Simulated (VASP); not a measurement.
A run of VASP 6.6.1:

The input INCAR:

```
PREC = Accurate
ENCUT = 600
EDIFF = 1E-6
ISMEAR = 0
SIGMA = 0.2
LREAL = F
LASPH = T
NELM = 120
ALGO = Normal
ISIF = 2
LWAVE = F
LCHARG = F
GGA = PE
NBANDS = 44
GGA_COMPAT = F
```

KPOINTS

```
regular mesh
0
Gamma
  6 4 4
```

POSCAR

```
ZrN
1.0
   -2.2862012859     -0.0013293837     -2.2853214011
   -2.3003777334     -4.6123226433      2.2979679082
   -2.2987645228      4.6126212095      2.3002131632
Zr N
4 4
Direct
    0.5000027312      0.9999822969      0.5000291054
    0.0000033784      0.4999906208      0.5000052190
    1.0000046992      1.0000054474      1.0000053197
    0.4999905880      0.5000224239      0.9999659686
   -0.0000063307      0.7500018717      0.2499953776
    0.5000046958      0.2500026369      0.2500009937
    0.4999994825      0.7500008504      0.7499974406
    0.0000007556      0.2499938519      0.7500005751
```

Potentials or basis: VASP PAW PBE potentials, release 64 (Zr_sv, N).

Command:

```sh
$ cat potpaw_PBE.64/Zr_sv/POTCAR potpaw_PBE.64/N/POTCAR > POTCAR
$ mpirun -np 1 vasp_std > vasp.out
```

Hardware: 1 thread of Intel Xeon 8259CL, with other jobs on the host.

Problem. How long does it take, and how much memory?

Solution. It took 7.5 min on 1 thread of Intel Xeon 8259CL (shared host), peak memory 0.37 GiB. Counts: scf iterations 14, k points 52.
